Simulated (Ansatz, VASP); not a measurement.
## Cu in VASP and in Ansatz

Contents of INCAR:

```
SYSTEM = Cu
PREC     = Accurate       ! precision mode
ENCUT    = 520            ! plane-wave cutoff, eV
EDIFF    = 1E-6           ! SCF threshold, eV
ISMEAR   = 0              ! smearing method
SIGMA    = 0.15           ! smearing width, eV
LREAL    = .False.        ! projectors in reciprocal space
LASPH    = .True.         ! aspherical terms in the spheres
NELM     = 60             ! most SCF steps
ALGO     = Fast           ! electronic algorithm
ISIF     = 2              ! what is computed and relaxed
LWAVE    = .False.        ! write WAVECAR
LCHARG   = .True.         ! write CHGCAR
GGA      = PE             ! functional
LELF     = .True.         ! ELF
LVHAR    = .True.       
NBANDS   = 18             ! bands
```

Contents of KPOINTS:

```
regular mesh
0
Gamma
  21 21 12
  0 0 0
```

File POSCAR:

```
Cu
1.0
    2.6196834619      0.0000000000      0.0000000000
   -1.3098417310      2.2687124279      0.0000000000
    0.0000000000      0.0000000000      4.0275013544
Cu
2
Direct
    0.3333333333      0.6666666667      0.2500000000
    0.6666666667      0.3333333333      0.7500000000
```

Input for Ansatz:

```yaml
crystal:
  lattice:
    - [2.6196834619, 0.0, 0.0]
    - [-1.309841731, 2.2687124279, 0.0]
    - [0.0, 0.0, 4.0275013544]
  atoms:
    - { symbol: Cu, position: [0.3333333333, 0.6666666667, 0.25] }
    - { symbol: Cu, position: [0.6666666667, 0.3333333333, 0.75] }
basis:
  ecutwfc: 520.0
kpoints:
  mp_grid: { grid: [21, 21, 12] }
hamiltonian:
  xc: pbe
scf:
  occupations: { method: gaussian, width: 0.15 }
output:
  forces: true
  stress: true
  eigenvalues: true
```

Alike in both runs: task single point; functional PBE; k mesh 21 × 21 × 12; occupations gaussian, width 0.15 eV; no spin polarisation.

```csv
,VASP,Ansatz
version,VASP 6.6.1,Ansatz 0.2.0
potentials or method,"VASP PAW PBE potentials, release 64 (Cu), cutoff 520 eV","scalar-relativistic, plane waves, PAW"
valence electrons in the cell,22,38
```

VASP gave:

| Property | Result |
| --- | --- |
| gap on the k mesh at the Fermi level (eV) | none |
| pressure (GPa) | 1.8 |
| traceless stress, the component that is largest in VASP (GPa) | 6.50 |

Question: Which values does Ansatz return?

Answer: gap on the k mesh at the Fermi level (eV): none; pressure (GPa): 0.6; traceless stress, the component that is largest in VASP (GPa): 6.59.

A gap of «none» marks a metal or a gap that the smearing closes. With one functional, cell and mesh, what is left measures potentials, basis and numerics. VASP's potentials hold 22 valence electrons a cell and Ansatz's 38, so a difference there can come from the potentials and not from the codes.
